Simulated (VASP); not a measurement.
Wanted: the native input for a VASP 6.6.1 run.

| Property | Result |
| --- | --- |
| Task | single point |
| Functional | PBEsol |
| Potentials or basis | VASP PAW PBE potentials, release 64 (Li_sv) |
| Cutoff | 520 eV |
| k mesh | 20 × 20 × 20 |
| Occupations | gaussian, width 0.15 eV |
| Spin | no spin polarisation |
| Dipole correction | no |
| Further INCAR settings | ALGO = Normal; EDIFF = 1e-07; NBANDS = 8 |

The structure of Li lies in POSCAR:

```
Li
1.0
   -1.7762500000      1.7500000000      1.7500000000
    1.7762500000     -1.7500000000      1.7500000000
    1.7762500000      1.7500000000     -1.7500000000
Li
1
Direct
    0.0000000000      0.0000000000      0.0000000000
```

This cell differs from its parent crystal: strain +0.0150 x Voigt [1, 0, 0, 0, 0, 0].

One way to write it, as run:

INCAR

```
SYSTEM = Li
ALGO = Normal ; EDIFF = 1E-7
ENCUT = 520 ; GGA = PS
ISIF = 2 ; ISMEAR = 0
LASPH = .True. ; LCHARG = .False.
LREAL = .False. ; LWAVE = .False.
NBANDS = 8 ; NELM = 60
PREC = Accurate ; SIGMA = 0.15
```

KPOINTS

```
k-points
0
Gamma
  20 20 20
  0 0 0
```

Potentials or basis: VASP PAW PBE potentials, release 64 (Li_sv).

The run is started by

```sh
$ cat potpaw_PBE.64/Li_sv/POTCAR > POTCAR
$ mpirun -np 1 vasp_std > vasp.out
```

Run time: 22 s on 1 thread of Intel(R) Xeon(R) 6975P-C (Granite Rapids), on a shared host, peak memory 0.19 GiB.
